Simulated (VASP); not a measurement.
A run of VASP 6.6.1:

INCAR

```
SYSTEM = Ge
PREC     = Accurate       ! precision mode
ENCUT    = 520            ! plane-wave cutoff, eV
EDIFF    = 1E-6           ! SCF threshold, eV
ISMEAR   = 0              ! smearing method
SIGMA    = 0.1            ! smearing width, eV
LREAL    = .FALSE.        ! projectors in reciprocal space
LASPH    = .TRUE.         ! aspherical terms in the spheres
NELM     = 80             ! most SCF steps
ALGO     = Normal         ! electronic algorithm
ISIF     = 2              ! what is computed and relaxed
LWAVE    = .FALSE.        ! write WAVECAR
LCHARG   = .FALSE.        ! write CHGCAR
NBANDS   = 36             ! bands
```

Contents of KPOINTS:

```
Automatic mesh
0
G
  12 12 12
  0 0 0
```

Contents of POSCAR:

```
Ge
1.0
    1.9903721857      1.1491419172      6.4539109718
   -1.9903721857      1.1491419172      6.4539109718
    0.0000000000     -2.2982838344      6.4539109718
Ge
4
Direct
    0.9341679665      0.9341679665      0.9341679665
    0.2223967051      0.2223967051      0.2223967051
    0.7776032949      0.7776032949      0.7776032949
    0.0658320335      0.0658320335      0.0658320335
```

Potentials or basis: VASP PAW LDA potentials, release 64 (Ge_d).

Run with:

```console
$ cat potpaw_LDA.64/Ge_d/POTCAR > POTCAR
$ mpirun -np 1 vasp_std > vasp.out
```

Hardware: 1 thread of Oxide Virtual Turin-like Processor, on a shared host.

Task: Estimate the wall time of this run.

Result: Run time: 42 min on 1 thread of Oxide Virtual Turin-like Processor, on a shared host, peak memory 0.55 GiB. Counts: scf iterations 13, k points 189.
